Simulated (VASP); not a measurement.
# BaTiO3 (P4/mmm) in VASP: notebook

Runs on BaTiO3. Level: r2SCAN. Tasks: single point.

Program: VASP 6.6.1. These are calculated values, not measurements. Logs are shortened: lines on timing, memory, paths and dates and some standing lists are left out, and cuts for length are marked.

### Step 1. The cell of the first run

The structure is tetragonal, space group P4/mmm (No. 123). The conventional cell has a = 3.660 Å, b = 3.660 Å, c = 4.758 Å, α = 90.00°, β = 90.00°, γ = 90.00°. Within 3.7 Å of Ba (site symmetry 4/mmm) lie 12 O at 2.59 to 3.00 Å and 8 Ti at 3.51 Å and 4 Ba at 3.66 Å. Ti (site symmetry 4/mmm) has 6 O at 1.83 to 2.38 Å within 2.4 Å. O (site symmetry 4/mmm) has 2 Ti at 2.38 Å and 4 Ba at 2.59 Å and 8 O at 3.00 Å within 3.1 Å. Within 2.4 Å of O (site symmetry mmm) lie 2 Ti at 1.83 Å.

### Step 2. Single point, r2SCAN

The input, POSCAR:

```
BaTiO3
1.0
    3.6595159092      0.0000000000      0.0000000000
    0.0000000000      3.6595159092      0.0000000000
    0.0000000000      0.0000000000      4.7575305592
Ba Ti O
1 1 3
Direct
    0.0000000000      0.0000000000      0.0000000000
    0.5000000000      0.5000000000      0.5000000000
    0.5000000000      0.5000000000      0.0000000000
    0.5000000000      0.0000000000      0.5000000000
    0.0000000000      0.5000000000      0.5000000000
```

The input, INCAR.step1:

```
SYSTEM = BaTiO3
ALGO = Normal ; EDIFF = 1E-4
ENCUT = 520 ; GGA = PE
ISMEAR = 0 ; LASPH = .TRUE.
LCHARG = .FALSE. ; LREAL = .FALSE.
LWAVE = .TRUE. ; NBANDS = 28
NELM = 100 ; PREC = Accurate
SIGMA = 0.05
```

The input, INCAR.step2:

```
SYSTEM = BaTiO3
ALGO = Normal ; EDIFF = 1E-6
ENCUT = 520 ; ISIF = 2
ISMEAR = 0 ; ISTART = 1
LASPH = .TRUE. ; LCHARG = .FALSE.
LMIXTAU = .TRUE. ; LREAL = .FALSE.
LWAVE = .FALSE. ; METAGGA = R2SCAN
NBANDS = 28 ; NELM = 100
PREC = Accurate ; SIGMA = 0.05
```

The input, KPOINTS:

```
k-points
0
G
  8 8 8
  0 0 0
```

Potentials or basis: VASP PAW PBE potentials, release 64 (Ba_sv, Ti_sv, O).

The run is started by

```bash
cat potpaw_PBE.64/Ba_sv/POTCAR potpaw_PBE.64/Ti_sv/POTCAR potpaw_PBE.64/O/POTCAR > POTCAR
cp INCAR.step1 INCAR
mpirun -np 1 vasp_std > vasp.out
cp INCAR.step2 INCAR
mpirun -np 1 vasp_std > vasp.out
```

OUTCAR:

```text
SYSTEM = BaTiO3
   EDIFF = 1E-6
   ENCUT = 520
   ISIF = 2
   ISMEAR = 0
   ISTART = 1
   LASPH = .TRUE.
   LREAL = .FALSE.
   METAGGA = R2SCAN
   NELM = 100
   PREC = Accurate

 ion  position               nearest neighbor table
   1  0.000  0.000  0.000-   3 2.59   3 2.59   3 2.59   3 2.59   5 3.00   4 3.00   5 3.00   5 3.00
                             5 3.00   4 3.00   4 3.00   4 3.00   2 3.51   2 3.51   2 3.51   2 3.51
   2  0.500  0.500  0.500-   4 1.83   5 1.83   4 1.83   5 1.83   3 2.38   3 2.38   1 3.51   1 3.51
                             1 3.51   1 3.51   1 3.51   1 3.51   1 3.51   1 3.51
   3  0.500  0.500  0.000-   2 2.38   2 2.38   1 2.59   1 2.59   1 2.59   1 2.59
   4  0.500  0.000  0.500-   2 1.83   2 1.83   1 3.00   1 3.00   1 3.00   1 3.00
   5  0.000  0.500  0.500-   2 1.83   2 1.83   1 3.00   1 3.00   1 3.00   1 3.00

  LATTYP: Found a simple tetragonal cell.
 ALAT       =     3.6595159092
 C/A-ratio  =     1.3000436881

  Lattice vectors:

 A1 = (   3.6595159092,   0.0000000000,   0.0000000000)
 A2 = (   0.0000000000,   3.6595159092,   0.0000000000)
 A3 = (   0.0000000000,   0.0000000000,   4.7575305592)

Analysis of symmetry for initial positions (statically):
=====================================================================
 Subroutine PRICEL returns:
 Original cell was already a primitive cell.

 Routine SETGRP: Setting up the symmetry group for a
 simple tetragonal supercell.

 Subroutine GETGRP returns: Found 16 space group operations
 (whereof 16 operations were pure point group operations)
 out of a pool of 16 trial point group operations.

The static configuration has the point symmetry D_4h.

Analysis of symmetry for dynamics (positions and initial velocities):
=====================================================================
 Subroutine PRICEL returns:
 Original cell was already a primitive cell.

 Routine SETGRP: Setting up the symmetry group for a
 simple tetragonal supercell.

 Subroutine GETGRP returns: Found 16 space group operations
 (whereof 16 operations were pure point group operations)
 out of a pool of 16 trial point group operations.

The dynamic configuration has the point symmetry D_4h.

 Subroutine INISYM returns: Found 16 space group operations
 (whereof 16 operations are pure point group operations),
 and found     1 'primitive' translations

[... 101 lines left out ...]
   LREAL  =      F    real-space projection
   EDIFFG = 0.1E-04   stopping-criterion for IOM
   NSW    =      0    number of steps for IOM
   IBRION =     -1    ionic relax: 0-MD 1-quasi-New 2-CG
   NFREE  =      0    steps in history (QN), initial steepest desc. (CG)
   ISIF   =      2    stress and relaxation
   ISYM   =      2    0-nonsym 1-usesym 2-fastsym
   POTIM  = 0.5000    time-step for ionic-motion
   TEBEG  =    0.0;   TEEND  =   0.0 temperature during run
   PSTRESS=    0.0 pullay stress
   NELECT =      40.0000    total number of electrons
   NUPDOWN=      -1.0000    fix difference up-down
   EMIN   =  10.00;   EMAX   =-10.00  energy-range for DOS
   EFERMI =   0.00;   METHOD = LEGACY
   ISMEAR =     0;   SIGMA  =   0.05  broadening in eV -4-tet -1-fermi 0-gaus
   EFERMI_NEDOS =   21; number of points for ismear=-14 and -15
   IALGO  =     38    algorithm
   IMIX   =      4    mixing-type and parameters
     AMIX     =   0.40;   BMIX     =  1.00
     AMIX_MAG =   1.60;   BMIX_MAG =  1.00
  volume/ion in A,a.u.               =      12.74        85.99
  Fermi-wavevector in a.u.,A,eV,Ry     =   1.401797  2.649013 26.735932  1.965036
  Thomas-Fermi vector in A             =   2.524623
   LORBIT       =      0    0 simple, 1 ext, 2 COOP (PROOUT), +10 PAW based schemes
   METAGGA = R2SCAN    functional components
   LHFCALC =     F    Hartree Fock is set to
   AEXX    =    0.0000 exact exchange contribution
   IVDW    =     0    specifies the selected vdW correction
   LEPSILON=     F    determine dielectric tensor
   LRPA    =     F    only Hartree local field effects (RPA)
 non-spin polarized calculation
 Gauss-broadening in eV      SIGMA  =   0.05
  energy-cutoff  :      520.00
  volume of cell :       63.71
 maximum number of plane-waves:      1760
 NGX is ok and might be reduce to    28

 number of electron      39.9999993 magnetization

 Free energy of the ion-electron system (eV)
  ---------------------------------------------------
  ext. energy  EPLUGINS =         0.00000000
  ---------------------------------------------------
  free energy    TOTEN  =       -72.45477880 eV

  energy without entropy =      -72.45477880  energy(sigma->0) =      -72.45477880

 E-fermi :   4.4989     XC(G=0): -11.8997

 val. band max:        4.1818076008   @ k =   0.5000   0.5000   0.5000
 cond. band min:       5.7855154376   @ k =   0.0000   0.0000   0.0000
 fundamental gap:      1.6037078368
 Fermi energy:         4.4989477078

 k-point     1 :       0.0000    0.0000    0.0000
  band No.  band energies     occupation
      1     -55.0000      2.00000
      2     -30.2635      2.00000
      3     -30.2635      2.00000
      4     -30.2107      2.00000
      5     -21.9020      2.00000
      6     -15.0228      2.00000
[... 733 lines left out ...]
     27      12.4958      0.00000
     28      12.5010      0.00000

 [... further k-points ...]

------------------------ aborting loop because EDIFF is reached ----------------------------------------

  FORCE on cell =-STRESS in cart. coord.  units (eV):
  Direction    XX          YY          ZZ          XY          YZ          ZX
  --------------------------------------------------------------------------------------
  -------------------------------------------------------------------------------------
  Total       14.7116039     14.7116039     -6.0259309      0.0000000      0.0000000      0.0000000
  in kB      369.9488986    369.9488986   -151.5325255      0.0000000      0.0000000      0.0000000
  external PRESSURE =     196.1217573 kB  Pullay stress =       0.0000000 kB

 VOLUME and BASIS-vectors are now :
 -----------------------------------------------------------------------------
  energy-cutoff  :      520.00
  volume of cell :       63.71
      direct lattice vectors                 reciprocal lattice vectors
     3.659515909  0.000000000  0.000000000     0.273260187  0.000000000  0.000000000
     0.000000000  3.659515909  0.000000000     0.000000000  0.273260187  0.000000000
     0.000000000  0.000000000  4.757530559     0.000000000  0.000000000  0.210193080

 POSITION                                       TOTAL-FORCE (eV/Angst)
 -----------------------------------------------------------------------------------
      0.00000      0.00000      0.00000         0.000000      0.000000      0.000000
      1.82976      1.82976      2.37877         0.000000      0.000000      0.000000
      1.82976      1.82976      0.00000         0.000000      0.000000      0.000000
      1.82976      0.00000      2.37877         0.000000      0.000000      0.000000
      0.00000      1.82976      2.37877         0.000000      0.000000      0.000000
 -----------------------------------------------------------------------------------
    total drift:                                0.000000      0.000000      0.000000

  FREE ENERGIE OF THE ION-ELECTRON SYSTEM (eV)
  ---------------------------------------------------
  free  energy   TOTEN  =       -72.4547788019 eV

  energy  without entropy=      -72.4547788019  energy(sigma->0) =      -72.45477880
```

It took 8.1 min on 1 thread of Intel Xeon 8259CL, shared host; peak memory 0.27 GiB.

What came out:

```
Free energy            : -72.4548 eV
Pressure               : 19.6 GPa
Band gap on the k mesh : 1.60 eV (least direct gap 2.02 eV)
```

Caveat: the cell stands under pressure; the PAW data sets were made with another functional, which shifts forces and pressure a little; spin-orbit coupling is left out, which moves the levels of the heavy elements.

### Step 3. Single point, r2SCAN

This run uses another cell than the first one, of the same volume but with other edges.

Changes to POSCAR since step 2:

```diff
@@ -2,5 +2,5 @@
 1.0
-    3.6595159092      0.0000000000      0.0000000000
-    0.0000000000      3.6595159092      0.0000000000
-    0.0000000000      0.0000000000      4.7575305592
+    4.1065345509      0.0000000000      0.0000000000
+    0.0000000000      4.1065345509      0.0000000000
+    0.0000000000      0.0000000000      3.7781387516
 Ba Ti O
```

The input, INCAR.step1:

```
SYSTEM = BaTiO3
PREC = Accurate
ENCUT = 520
ISMEAR = 0
SIGMA = 0.05
LREAL = .FALSE.
LASPH = .TRUE.
NELM = 100
NBANDS = 28
GGA = PE
ALGO = Normal
EDIFF = 1E-4
LWAVE = .TRUE.
LCHARG = .FALSE.
```

The input, INCAR.step2:

```
SYSTEM = BaTiO3
PREC = Accurate
ENCUT = 520
EDIFF = 1E-7
ISMEAR = 0
SIGMA = 0.05
LREAL = .FALSE.
LASPH = .TRUE.
NELM = 100
ALGO = Normal
ISIF = 2
LWAVE = .FALSE.
LCHARG = .TRUE.
METAGGA = R2SCAN
LMIXTAU = .TRUE.
LELF = .TRUE.
LVHAR = .TRUE.
NBANDS = 28
ISTART = 1
```

The input, KPOINTS:

```
regular mesh
0
G
  8 8 8
  0 0 0
```

Potentials or basis: VASP PAW PBE potentials, release 64 (Ba_sv, Ti_sv, O).

The run is started by

```bash
cat potpaw_PBE.64/Ba_sv/POTCAR potpaw_PBE.64/Ti_sv/POTCAR potpaw_PBE.64/O/POTCAR > POTCAR
cp INCAR.step1 INCAR
mpirun -np 1 vasp_std > vasp.out
cp INCAR.step2 INCAR
mpirun -np 1 vasp_std > vasp.out
```

Run time: 9.8 min. Hardware: 1 thread of Intel Xeon 8259CL, shared host; peak memory 0.27 GiB.

The run converged. Its results:

| Quantity | Value |
| --- | --- |
| Free energy | -74.0217 eV |
| Pressure | 4.0 GPa |
| Band gap on the k mesh | 1.97 eV (least direct gap 2.14 eV) |

Stress tensor (GPa, compression positive):
```
-2.64  0.00  0.00
 0.00 -2.64  0.00
 0.00  0.00 17.19
```

Levels at points of the mesh, in eV from the valence-band top:
```csv
k point,band 17,band 18,band 19,band 20,band 21,band 22,band 23,band 24
"(0.00, 0.00, 0.00)",-1.00,-0.25,-0.25,-0.17,1.97,2.13,2.13,3.86
"(0.50, 0.00, 0.00)",-1.59,-1.59,-0.83,-0.77,2.25,3.56,3.60,4.22
"(0.50, 0.50, 0.00)",-1.86,-1.49,-1.49,-0.35,3.60,3.60,3.97,5.62
"(0.00, 0.00, 0.50)",-2.04,-1.88,-0.87,-0.87,2.20,3.87,4.34,4.34
"(0.50, 0.00, 0.50)",-1.83,-0.76,-0.75,-0.20,3.59,4.35,4.54,4.79
"(0.50, 0.50, 0.50)",-1.98,-0.20,0.00,0.00,4.25,4.75,4.75,7.06
```

Caveat: the cell stands under pressure; the PAW data sets were made with another functional, which shifts forces and pressure a little; spin-orbit coupling is left out, which moves the levels of the heavy elements.

### Step 4. Single point, r2SCAN

This run uses another cell than the first one, of the same volume but with other edges.

Changes to POSCAR since step 3:

```diff
@@ -2,5 +2,5 @@
 1.0
-    4.1065345509      0.0000000000      0.0000000000
-    0.0000000000      4.1065345509      0.0000000000
-    0.0000000000      0.0000000000      3.7781387516
+    3.8690754175      0.0000000000      0.0000000000
+    0.0000000000      3.8690754175      0.0000000000
+    0.0000000000      0.0000000000      4.2561259868
 Ba Ti O
```

The input, INCAR.step1:

```
SYSTEM = BaTiO3
PREC = Accurate
ENCUT = 520
ISMEAR = 0
SIGMA = 0.05
LREAL = .False.
LASPH = .True.
NELM = 80
NBANDS = 28
GGA = PE
ALGO = Normal
EDIFF = 1E-4
LWAVE = .True.
LCHARG = .False.
```

The input, INCAR.step2:

```
SYSTEM = BaTiO3
PREC = Accurate
ENCUT = 520
EDIFF = 1E-7
ISMEAR = 0
SIGMA = 0.05
LREAL = .False.
LASPH = .True.
NELM = 80
ALGO = Normal
ISIF = 2
LWAVE = .False.
LCHARG = .False.
METAGGA = R2SCAN
LMIXTAU = .True.
NBANDS = 28
ISTART = 1
```

The input, KPOINTS:

```
regular mesh
0
Gamma
  8 8 8
  0 0 0
```

Potentials or basis: VASP PAW PBE potentials, release 64 (Ba_sv, Ti_sv, O).

The run is started by

```bash
cat potpaw_PBE.64/Ba_sv/POTCAR potpaw_PBE.64/Ti_sv/POTCAR potpaw_PBE.64/O/POTCAR > POTCAR
cp INCAR.step1 INCAR
mpirun -np 1 vasp_std > vasp.out
cp INCAR.step2 INCAR
mpirun -np 1 vasp_std > vasp.out
```

OUTCAR:

```text
SYSTEM = BaTiO3
   PREC = Accurate
   ENCUT = 520
   EDIFF = 1E-7
   ISMEAR = 0
   LREAL = .False.
   LASPH = .True.
   NELM = 80
   ISIF = 2
   METAGGA = R2SCAN
   ISTART = 1

 ion  position               nearest neighbor table
   1  0.000  0.000  0.000-   3 2.74   3 2.74   3 2.74   3 2.74   5 2.88   4 2.88   5 2.88   5 2.88
                             5 2.88   4 2.88   4 2.88   4 2.88   2 3.47   2 3.47   2 3.47   2 3.47
   2  0.500  0.500  0.500-   4 1.93   5 1.93   4 1.93   5 1.93   3 2.13   3 2.13   1 3.47   1 3.47
[... 954 lines left out ...]
  -------------------------------------------------------------------------------------
  Total        4.1342667      4.1342667     -3.2132458      0.0000000      0.0000000      0.0000000
  in kB      103.9633351    103.9633351    -80.8026606      0.0000000      0.0000000      0.0000000
  external PRESSURE =      42.3746699 kB  Pullay stress =       0.0000000 kB

 VOLUME and BASIS-vectors are now :
 -----------------------------------------------------------------------------
  energy-cutoff  :      520.00
  volume of cell :       63.71
      direct lattice vectors                 reciprocal lattice vectors
     3.869075417  0.000000000  0.000000000     0.258459681  0.000000000  0.000000000
     0.000000000  3.869075417  0.000000000     0.000000000  0.258459681  0.000000000
     0.000000000  0.000000000  4.256125987     0.000000000  0.000000000  0.234955451

 POSITION                                       TOTAL-FORCE (eV/Angst)
 -----------------------------------------------------------------------------------
      0.00000      0.00000      0.00000         0.000000      0.000000      0.000000
      1.93454      1.93454      2.12806         0.000000      0.000000      0.000000
      1.93454      1.93454      0.00000         0.000000      0.000000      0.000000
      1.93454      0.00000      2.12806         0.000000      0.000000      0.000000
      0.00000      1.93454      2.12806         0.000000      0.000000      0.000000
 -----------------------------------------------------------------------------------
    total drift:                                0.000000      0.000000     -0.000000

  FREE ENERGIE OF THE ION-ELECTRON SYSTEM (eV)
  ---------------------------------------------------
  free  energy   TOTEN  =       -73.9927831826 eV

  energy  without entropy=      -73.9927831826  energy(sigma->0) =      -73.99278318
```

OUTCAR.step1:

```text
SYSTEM = BaTiO3
   PREC = Accurate
   ENCUT = 520
   ISMEAR = 0
   LREAL = .False.
   LASPH = .True.
[... 980 lines left out ...]
      1.93454      1.93454      0.00000         0.000000      0.000000      0.000000
      1.93454      0.00000      2.12806         0.000000      0.000000      0.000000
      0.00000      1.93454      2.12806         0.000000      0.000000      0.000000
 -----------------------------------------------------------------------------------
    total drift:                                0.000000      0.000000     -0.000000

  FREE ENERGIE OF THE ION-ELECTRON SYSTEM (eV)
  ---------------------------------------------------
  free  energy   TOTEN  =       -39.7243040930 eV

  energy  without entropy=      -39.7243040930  energy(sigma->0) =      -39.72430409
```

OSZICAR.step1:

```text
N       E                     dE             d eps       ncg     rms          rms(c)
DAV:   1     0.438945244263E+03    0.43895E+03   -0.20967E+04  4200   0.155E+03
DAV:   2    -0.546359219364E+01   -0.44441E+03   -0.42353E+03  4872   0.430E+02
DAV:   3    -0.485024241863E+02   -0.43039E+02   -0.42652E+02  5816   0.133E+02
DAV:   4    -0.506280014441E+02   -0.21256E+01   -0.21203E+01  6404   0.250E+01
DAV:   5    -0.506884540796E+02   -0.60453E-01   -0.60445E-01  5560   0.325E+00    0.235E+01
DAV:   6    -0.399339817402E+02    0.10754E+02   -0.56408E+01  5856   0.668E+01    0.990E+00
DAV:   7    -0.398690734836E+02    0.64908E-01   -0.94437E+00  5508   0.224E+01    0.678E+00
DAV:   8    -0.397072852586E+02    0.16179E+00   -0.80936E-01  5212   0.821E+00    0.297E+00
DAV:   9    -0.397481065610E+02   -0.40821E-01   -0.24187E-01  5780   0.358E+00    0.143E+00
DAV:  10    -0.397247499997E+02    0.23357E-01   -0.10721E-01  4664   0.341E+00    0.271E-01
DAV:  11    -0.397243918489E+02    0.35815E-03   -0.73011E-03  5272   0.516E-01    0.110E-01
DAV:  12    -0.397243040930E+02    0.87756E-04   -0.31959E-04  4364   0.126E-01
   1 F= -.39724304E+02 E0= -.39724304E+02  d E =-.249032E-20
```

Run time: 11 min. Hardware: 1 thread of Intel Xeon 8259CL, shared host; peak memory 0.27 GiB.

What came out:

| Item | Value |
| --- | --- |
| Free energy | -73.9928 eV |
| Pressure | 4.2 GPa |
| Band gap on the k mesh | 1.97 eV (least direct gap 2.20 eV) |

Levels at points of the mesh, in eV from the valence-band top:
```tsv
k point	band 17	band 18	band 19	band 20	band 21	band 22	band 23	band 24
(0.00, 0.00, 0.00)	-1.10	-0.37	-0.23	-0.23	1.97	1.97	2.14	3.69
(0.50, 0.00, 0.00)	-2.20	-1.91	-1.00	-0.82	2.16	3.85	4.03	4.08
(0.50, 0.50, 0.00)	-1.83	-0.48	-0.48	-0.05	4.05	4.05	4.45	4.60
(0.00, 0.00, 0.50)	-1.30	-1.30	-0.82	-0.82	2.23	3.26	3.26	4.50
(0.50, 0.00, 0.50)	-1.91	-1.35	-1.31	-0.44	3.28	4.08	4.18	5.26
(0.50, 0.50, 0.50)	-2.45	-0.10	-0.10	0.00	4.41	4.41	4.81	6.99
```

Caveat: the cell stands under pressure; the PAW data sets were made with another functional, which shifts forces and pressure a little; spin-orbit coupling is left out, which moves the levels of the heavy elements. A k mesh can miss the band edges.

(Continued in part 2 of 2.)
